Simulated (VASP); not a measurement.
# Hf: single point with PBE

Hf, a sheet with vacuum:

```xyz
2
Lattice="4.8691 0.0000 0.0000 -2.4345 4.2168 0.0000 0.0000 0.0000 23.8000" Properties=species:S:1:pos:R:3 pbc="T T T"
Hf    0.0000    2.8112    7.0000
Hf    2.4345    1.4056    7.0000
```

The cell was built from a structure type or drawn by symmetry, and may not be a known phase.

```yaml
Program: VASP 6.6.1
Task: single point
Functional: PBE
Potentials_or_basis: VASP PAW PBE potentials, release 64 (Hf_pv)
Cutoff: 520 eV
k_mesh: 12 × 12 × 1
Occupations: gaussian, width 0.1 eV
Spin: no spin polarisation
```

```yaml
Band_gap_on_the_k_mesh: zero (bands 10 and 11 overlap by 0.49 eV)
```

Levels at points of the mesh, in eV from the Fermi level:
```
           k point  band 6  band 7  band 8  band 9  band 10  band 11  band 12  band 13  band 14  band 15
(0.00, 0.00, 0.00)  -30.49   -4.35   -0.11    0.17     0.17     0.37     0.75     0.75     1.15     1.15
(0.50, 0.00, 0.00)  -30.41   -2.36   -1.21   -0.72    -0.35    -0.32    -0.13     0.77     0.96     1.78
```

Run time: 4.6 min on 1 thread of Intel(R) Xeon(R) Platinum 8259CL CPU @ 2.50GHz (Skylake/Cascade Lake), with other jobs on the host, peak memory 0.56 GiB.

Caveat: spin-orbit coupling is left out, which moves the levels of the heavy elements.
